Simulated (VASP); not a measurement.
# Mg in VASP: a series of runs, part 2 of 3

VASP 6.6.1. Earlier steps stand in the parts before.

### Step 3. Single point, PBE

This run uses another cell than the first one: it holds 2 atoms, not 6.

Input file INCAR:

```
SYSTEM = Mg
PREC = Accurate ; ENCUT = 520
EDIFF = 1E-6 ; ISMEAR = 0
SIGMA = 0.1 ; LREAL = .FALSE.
LASPH = .TRUE. ; NELM = 60
ALGO = Normal ; ISIF = 2
LWAVE = .FALSE. ; LCHARG = .FALSE.
GGA = PE ; NBANDS = 9
```

Input file KPOINTS:

```
regular mesh
0
G
  21 21 10
  0 0 0
```

Input file POSCAR:

```
Mg
1.0
    3.1968825683      0.0000000000      0.0000000000
   -1.5984412842      2.7685815171      0.0000000000
    0.0000000000      0.0000000000      5.1903890685
Mg
2
Direct
    0.6666666667      0.3333333333      0.7500000000
    0.3333333333      0.6666666667      0.2500000000
```

Potentials or basis: VASP PAW PBE potentials, release 64 (Mg).

Run with:

```console
$ cat potpaw_PBE.64/Mg/POTCAR > POTCAR
$ mpirun -np 1 vasp_std > vasp.out
```

OUTCAR:

```text
SYSTEM = Mg
   PREC = Accurate
   ENCUT = 520
   EDIFF = 1E-6
   ISMEAR = 0
   LREAL = .FALSE.
   LASPH = .TRUE.
   NELM = 60
   ISIF = 2
   GGA = PE

 ion  position               nearest neighbor table
   1  0.667  0.333  0.750-   2 3.18   2 3.18   2 3.18   2 3.18   2 3.18   2 3.18
   2  0.333  0.667  0.250-   1 3.18   1 3.18   1 3.18   1 3.18   1 3.18   1 3.18

  LATTYP: Found a hexagonal cell.
 ALAT       =     3.1968825683
 C/A-ratio  =     1.6235782696

  Lattice vectors:

 A1 = (   3.1968825683,   0.0000000000,   0.0000000000)
 A2 = (  -1.5984412842,   2.7685815171,   0.0000000000)
 A3 = (   0.0000000000,   0.0000000000,   5.1903890685)

Analysis of symmetry for initial positions (statically):
=====================================================================
 Subroutine PRICEL returns:
 Original cell was already a primitive cell.

 Routine SETGRP: Setting up the symmetry group for a
 hexagonal supercell.

 Subroutine GETGRP returns: Found 24 space group operations
 (whereof 12 operations were pure point group operations)
 out of a pool of 24 trial point group operations.

The static configuration has the point symmetry D_3d.
 The point group associated with its full space group is D_6h.

Analysis of symmetry for dynamics (positions and initial velocities):
=====================================================================
 Subroutine PRICEL returns:
 Original cell was already a primitive cell.

 Routine SETGRP: Setting up the symmetry group for a
 hexagonal supercell.

 Subroutine GETGRP returns: Found 24 space group operations
 (whereof 12 operations were pure point group operations)
 out of a pool of 24 trial point group operations.

The dynamic configuration has the point symmetry D_3d.
 The point group associated with its full space group is D_6h.

 Subroutine INISYM returns: Found 24 space group operations
 (whereof 12 operations are pure point group operations),
 and found     1 'primitive' translations

----------------------------------------------------------------------------------------

                                     Primitive cell

  volume of cell :      45.9393

  direct lattice vectors                    reciprocal lattice vectors
     3.196882568  0.000000000  0.000000000     0.312804734  0.180597897  0.000000000
    -1.598441284  2.768581517  0.000000000     0.000000000  0.361195794  0.000000000
     0.000000000  0.000000000  5.190389069     0.000000000  0.000000000  0.192663784

  length of vectors
     3.196882568  3.196882568  5.190389069     0.361195794  0.361195794  0.192663784

  position of ions in fractional coordinates (direct lattice)
     0.666666667  0.333333333  0.750000000
     0.333333333  0.666666667  0.250000000

  ion indices of the primitive-cell ions
   primitive index   ion index
                 1           1
                 2           2

----------------------------------------------------------------------------------------

 KPOINTS: regular mesh

Automatic generation of k-mesh.
 Grid dimensions read from file:
 generate k-points for:   21   21   10

[... 21 lines left out ...]
  0.047619  0.000000  0.000000      6.000000
  0.095238  0.000000  0.000000      6.000000
  0.142857  0.000000  0.000000      6.000000
  0.190476  0.000000  0.000000      6.000000
  0.238095  0.000000  0.000000      6.000000
[... 16 lines left out ...]
  0.142857  0.095238  0.000000     12.000000
  0.190476  0.095238  0.000000     12.000000
 [... further k-points ...]
   k-points           NKPTS =    288   k-points in BZ     NKDIM =    288   number of bands    NBANDS=      9
   number of dos      NEDOS =    301   number of ions     NIONS =      2
   total plane-waves  NPLWV =  23040
   dimension x,y,z NGX =    24 NGY =   24 NGZ =   40
   dimension x,y,z NGXF=    48 NGYF=   48 NGZF=   80
   ions per type =               2
   NGX,Y,Z   is equivalent  to a cutoff of  12.48, 12.48, 12.81 a.u.
   NGXF,Y,Z  is equivalent  to a cutoff of  24.96, 24.96, 25.62 a.u.
 SYSTEM =  Mg
   PREC   = accura    normal or accurate (medium, high low for compatibility)
   ISTART =      0    job   : 0-new  1-cont  2-samecut
   ICHARG =      2    charge: 1-file 2-atom 10-const
   ISPIN  =      1    spin polarized calculation?
   LNONCOLLINEAR =      F non collinear calculations
   LSORBIT =      F    spin-orbit coupling
   LASPH  =      T    aspherical Exc in radial PAW
   ENCUT  =  520.0 eV  38.22 Ry    6.18 a.u.   5.94  5.94  9.65*2*pi/ulx,y,z
   NELM   =     60;   NELMIN=  2; NELMDL= -5     # of ELM steps
   EDIFF  = 0.1E-05   stopping-criterion for ELM
   LREAL  =      F    real-space projection
   EDIFFG = 0.1E-04   stopping-criterion for IOM
   NSW    =      0    number of steps for IOM
   IBRION =     -1    ionic relax: 0-MD 1-quasi-New 2-CG
   NFREE  =      0    steps in history (QN), initial steepest desc. (CG)
   ISIF   =      2    stress and relaxation
   ISYM   =      2    0-nonsym 1-usesym 2-fastsym
   POTIM  = 0.5000    time-step for ionic-motion
   TEBEG  =    0.0;   TEEND  =   0.0 temperature during run
   PSTRESS=    0.0 pullay stress
   NELECT =       4.0000    total number of electrons
   NUPDOWN=      -1.0000    fix difference up-down
   EMIN   =  10.00;   EMAX   =-10.00  energy-range for DOS
   EFERMI =   0.00;   METHOD = LEGACY
   ISMEAR =     0;   SIGMA  =   0.10  broadening in eV -4-tet -1-fermi 0-gaus
   EFERMI_NEDOS =   21; number of points for ismear=-14 and -15
   IALGO  =     38    algorithm
   IMIX   =      4    mixing-type and parameters
     AMIX     =   0.40;   BMIX     =  1.00
     AMIX_MAG =   1.60;   BMIX_MAG =  1.00
  volume/ion in A,a.u.               =      22.97       155.01
  Fermi-wavevector in a.u.,A,eV,Ry     =   0.725605  1.371194  7.163500  0.526502
  Thomas-Fermi vector in A             =   1.816369
   LORBIT       =      0    0 simple, 1 ext, 2 COOP (PROOUT), +10 PAW based schemes
   GGA     = PE    functional components
   LHFCALC =     F    Hartree Fock is set to
   AEXX    =    0.0000 exact exchange contribution
   IVDW    =     0    specifies the selected vdW correction
   LEPSILON=     F    determine dielectric tensor
   LRPA    =     F    only Hartree local field effects (RPA)
 non-spin polarized calculation
 Gauss-broadening in eV      SIGMA  =   0.10
  energy-cutoff  :      520.00
  volume of cell :       45.94
 maximum number of plane-waves:      1272
 NGX is ok and might be reduce to    24

 number of electron       4.0000000 magnetization

 Free energy of the ion-electron system (eV)
  ---------------------------------------------------
  ext. energy  EPLUGINS =         0.00000000
  ---------------------------------------------------
  free energy    TOTEN  =        -3.01566124 eV

  energy without entropy =       -3.01196855  energy(sigma->0) =       -3.01381490

 E-fermi :   2.6315     XC(G=0):  -8.4893

 val. band max:        2.5963238593   @ k =   0.0952   0.0476   0.1000
 cond. band min:       2.6358490409   @ k =   0.2381   0.1905   0.1000
 fundamental gap:      0.0395251817
 Fermi energy:         2.6315174017

 k-point     1 :       0.0000    0.0000    0.0000
  band No.  band energies     occupation
      1      -4.2986      2.00000
      2       0.9478      2.00000
      3       1.3887      2.00000
      4      13.5668      0.00000
      5      13.5668      0.00000
      6      13.6795      0.00000
      7      13.6795      0.00000
      8      14.4579      0.00000
      9      16.0494      0.00000
[... 265 lines left out ...]
 k-point    24 :       0.1905    0.0952    0.0000
  band No.  band energies     occupation
      1      -3.0565      2.00000
      2       2.0908      2.00000
      3       2.5656      1.64850
      4       6.8575      0.00000
      5       8.5429      0.00000
      6      11.5541      0.00000
      7      12.1102      0.00000
      8      13.3969      0.00000
      9      13.9831      0.00000

 [... further k-points ...]

------------------------ aborting loop because EDIFF is reached ----------------------------------------

  FORCE on cell =-STRESS in cart. coord.  units (eV):
  Direction    XX          YY          ZZ          XY          YZ          ZX
  --------------------------------------------------------------------------------------
  -------------------------------------------------------------------------------------
  Total       -0.0461303     -0.0461303     -0.0399267      0.0000000      0.0000000      0.0000000
  in kB       -1.6088414     -1.6088414     -1.3924824      0.0000000      0.0000000      0.0000000
  external PRESSURE =      -1.5367218 kB  Pullay stress =       0.0000000 kB

 VOLUME and BASIS-vectors are now :
 -----------------------------------------------------------------------------
  energy-cutoff  :      520.00
  volume of cell :       45.94
      direct lattice vectors                 reciprocal lattice vectors
     3.196882568  0.000000000  0.000000000     0.312804734  0.180597897  0.000000000
    -1.598441284  2.768581517  0.000000000     0.000000000  0.361195794  0.000000000
     0.000000000  0.000000000  5.190389069     0.000000000  0.000000000  0.192663784

 POSITION                                       TOTAL-FORCE (eV/Angst)
 -----------------------------------------------------------------------------------
      1.59844      0.92286      3.89279        -0.000000      0.000000      0.000000
     -0.00000      1.84572      1.29760         0.000000     -0.000000      0.000000
 -----------------------------------------------------------------------------------
    total drift:                                0.000000     -0.000000      0.000000

  FREE ENERGIE OF THE ION-ELECTRON SYSTEM (eV)
  ---------------------------------------------------
  free  energy   TOTEN  =        -3.0156612382 eV

  energy  without entropy=       -3.0119685544  energy(sigma->0) =       -3.01381490
```

OSZICAR:

```text
N       E                     dE             d eps       ncg     rms          rms(c)
DAV:   1    -0.249275833212E+00   -0.24928E+00   -0.12977E+03  5184   0.317E+02
DAV:   2    -0.298529474260E+01   -0.27360E+01   -0.26469E+01  6899   0.269E+01
DAV:   3    -0.302907573339E+01   -0.43781E-01   -0.43487E-01  6740   0.283E+00
DAV:   4    -0.302920590538E+01   -0.13017E-03   -0.13017E-03  6608   0.152E-01
DAV:   5    -0.302920648392E+01   -0.57854E-06   -0.57875E-06  6605   0.983E-03    0.959E-01
DAV:   6    -0.302311337386E+01    0.60931E-02   -0.62168E-04  5811   0.193E-01    0.614E-01
DAV:   7    -0.301565045009E+01    0.74629E-02   -0.24188E-03  5398   0.335E-01    0.340E-02
DAV:   8    -0.301566275448E+01   -0.12304E-04   -0.16927E-05  7331   0.246E-02    0.753E-03
DAV:   9    -0.301566146868E+01    0.12858E-05   -0.12160E-06  5636   0.529E-03    0.611E-04
DAV:  10    -0.301566123822E+01    0.23046E-06   -0.53068E-09  3006   0.441E-04
   1 F= -.30156612E+01 E0= -.30138149E+01  d E =-.369268E-02
```

stdout:

```text
POSCAR found type information on POSCAR Mg
 POSCAR found :  1 types and       2 ions
 scaLAPACK will be used
 LDA part: xc-table for (Slater+PW92), standard interpolation
 POSCAR, INCAR and KPOINTS ok, starting setup
 FFT: planning ... GRIDC
 FFT: planning ... GRID_SOFT
 FFT: planning ... GRID
 WAVECAR not read
 entering main loop
```

It took 35 s on 1 thread of AMD EPYC 9R45 (Zen 5), shared host; peak memory 0.22 GiB.

What came out:

| Property | Result |
| --- | --- |
| Free energy | -3.0157 eV |
| Pressure | -0.2 GPa |
| Band gap on the k mesh | zero (bands 2 and 3 overlap by 2.36 eV) |

(Continued in part 3 of 3.)
